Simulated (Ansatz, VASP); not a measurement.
# One calculation of MnS, two programs

```xyz
2
Lattice="0.0000 2.6045 2.6045 2.6045 0.0000 2.6045 2.6045 2.6045 0.0000" Properties=species:S:1:pos:R:3 pbc="T T T"
Mn    0.0000    0.0000    0.0000
S     2.6045    2.6045    2.6045
```

Alike in both runs: task relaxation of cell and atoms; functional LDA; k mesh 9 × 9 × 9; occupations fermi-dirac, width 0.05 eV; collinear spin.

|  | VASP | Ansatz |
| --- | --- | --- |
| version | VASP 6.6.1 | Ansatz 0.2.0 |
| potentials or method | VASP PAW LDA potentials, release 64 (Mn_pv, S), cutoff 600 eV | all-electron LAPW, scalar-relativistic |

```csv
,VASP,Ansatz,Ansatz less VASP
net moment per atom (μB),1.75,1.81,+0.060
size of the moment on the site where the two differ most (μB),3.25,3.41,+0.163
relaxed volume (Å³/atom),13.71,13.87,+0.158
relaxed cell length with the largest relative difference (Å),3.385,3.398,+0.0130
```

LDA's correlation is that of Perdew and Zunger in VASP and of Perdew and Wang (1992) in Ansatz. Site moments also hang on the region over which each program counts them. Ansatz ran all-electron here, and VASP with PAW potentials.

Noted on VASP's run: the volume moved by over 15 % at a fixed basis, so the end points are rough. Noted on Ansatz's run: the volume moved by over 15 % at a fixed basis, so the end points are rough.
